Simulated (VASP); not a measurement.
Here is a VASP 6.6.1 calculation.

POSCAR

```
Ag
1.0
    1.5299100000      2.6498790000      0.0000000000
   -1.5299100000      2.6498790000      0.0000000000
    0.0000000000      0.0000000000      9.9087420000
Ag
4
Direct
    0.0000000000      0.0000000000      0.0000000000
    0.0000000000      0.0000000000      0.5000000000
    0.3333300000      0.3333400000      0.7500000000
    0.6666600000      0.6666700000      0.2500000000
```

The input INCAR.step1:

```
SYSTEM = Ag
PREC = Accurate ; ENCUT = 520
ISMEAR = 1 ; SIGMA = 0.0222
LREAL = .FALSE. ; LASPH = .TRUE.
NELM = 100 ; NBANDS = 30
GGA = PE ; ALGO = Normal
EDIFF = 1E-4 ; LWAVE = .TRUE.
LCHARG = .FALSE.
```

Contents of INCAR.step2:

```
SYSTEM = Ag
PREC = Accurate ; ENCUT = 520
EDIFF = 1E-6 ; ISMEAR = 1
SIGMA = 0.0222 ; LREAL = .FALSE.
LASPH = .TRUE. ; NELM = 100
ALGO = Normal ; ISIF = 2
LWAVE = .FALSE. ; LCHARG = .FALSE.
METAGGA = R2SCAN ; LMIXTAU = .TRUE.
NBANDS = 30 ; ISTART = 1
```

Contents of KPOINTS:

```
regular mesh
0
G
  7 7 2
  0 0 0
```

Potentials or basis: VASP PAW PBE potentials, release 64 (Ag).

Launch:

```sh
$ cat potpaw_PBE.64/Ag/POTCAR > POTCAR
$ cp INCAR.step1 INCAR
$ mpirun -np 1 vasp_std > vasp.out
$ cp INCAR.step2 INCAR
$ mpirun -np 1 vasp_std > vasp.out
```

Question: What does it give for the band gap on the k mesh?

Answer: Zero (band 22 reaches 8.66 eV, above the bottom of band 23 at 3.12 eV).

Question: Estimate the pressure.

Answer: -10.0 GPa.

Stress tensor (GPa, compression positive):
```
-10.63   0.00   0.00
  0.00 -10.63   0.00
  0.00   0.00  -8.67
```

Caveat: the PAW data sets were made with another functional, which shifts forces and pressure a little.
